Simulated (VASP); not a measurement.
A run of VASP 6.6.1:

The input INCAR:

```
SYSTEM = N
  PREC = Accurate
  ENCUT = 520
  EDIFF = 1E-6
  ISMEAR = 1
  SIGMA = 0.01
  LREAL = .FALSE.
  LASPH = .TRUE.
  NELM = 60
  ALGO = Normal
  ISIF = 2
  LWAVE = .FALSE.
  LCHARG = .FALSE.
  GGA = PS
  NBANDS = 18
```

The input KPOINTS:

```
regular mesh
0
G
  4 4 3
  0 0 0
```

The input POSCAR:

```
N
1.0
    4.0840620000      0.0000000000      0.0000000000
    0.0000000000      4.0840620000      0.0000000000
    0.0000000000      0.0000000000      5.3459130000
N
4
Direct
    0.9042750000      0.9042750000      0.0000000000
    0.5957250000      0.4442750000      0.5000000000
    0.0957250000      0.0957250000      0.0000000000
    0.4042750000      0.5957250000      0.5000000000
```

Potentials or basis: VASP PAW PBE potentials, release 64 (N).

The run is started by

```bash
$ cat potpaw_PBE.64/N/POTCAR > POTCAR
$ mpirun -np 1 vasp_std > vasp.out
```

Hardware: 1 thread of Intel Xeon 8259CL, with other jobs on the host.

Q: Estimate the wall time of this run.

A: Run time: 28 s on 1 thread of Intel Xeon 8259CL, on a shared host, peak memory 0.18 GiB. Counts: scf iterations 12, k points 20.
